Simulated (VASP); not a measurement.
Here is a VASP 6.6.1 calculation.

Contents of INCAR:

```
SYSTEM = HfB2W3
ALGO = Fast ; EDIFF = 1E-7
ENCUT = 520 ; GGA = PE
ISIF = 2 ; ISMEAR = 0
LASPH = .TRUE. ; LCHARG = .FALSE.
LREAL = .FALSE. ; LWAVE = .FALSE.
NBANDS = 38 ; NELM = 80
PREC = Accurate ; SIGMA = 0.1
```

File KPOINTS:

```
k-points
0
G
  6 6 4
  0 0 0
```

File POSCAR:

```
HfB2W3
1.0
    4.3134710400      0.0000000000      0.0000000000
   -2.1567355200      3.7355755000      0.0000000000
    0.0000000000      0.0000000000      5.6814678300
Hf B W
1 2 3
Direct
    0.0000000000      0.0000000000      0.0000000000
    0.0000000000      0.0000000000      0.2719017700
    0.0000000000      0.0000000000      0.7280982300
    0.3333333300      0.6666666700      0.5000000000
    0.6666666700      0.3333333300      0.5000000000
    0.0000000000      0.0000000000      0.5000000000
```

Potentials or basis: VASP PAW PBE potentials, release 64 (Hf_pv, B, W_sv).

Run with:

```console
$ cat potpaw_PBE.64/Hf_pv/POTCAR potpaw_PBE.64/B/POTCAR potpaw_PBE.64/W_sv/POTCAR > POTCAR
$ mpirun -np 1 vasp_std > vasp.out
```

Task: Predict the pressure.

Result: 163.6 GPa.

Task: Predict the largest force.

Result: 40.723 eV/Å.

Task: What does it give for the band gap on the k mesh?

Result: Zero (bands 29 and 30 overlap by 1.32 eV).

Stress tensor (GPa, compression positive):
```
 54.61   0.00   0.00
  0.00  54.61   0.00
  0.00   0.00 381.55
```

Caveat: atoms lie so close that the PAW spheres overlap strongly, which falsifies energies and pressures; the cell stands under pressure; spin-orbit coupling is left out, which moves the levels of the heavy elements; forces of over 1 eV/Å act on the atoms, so gaps and moduli don't describe the material at rest.
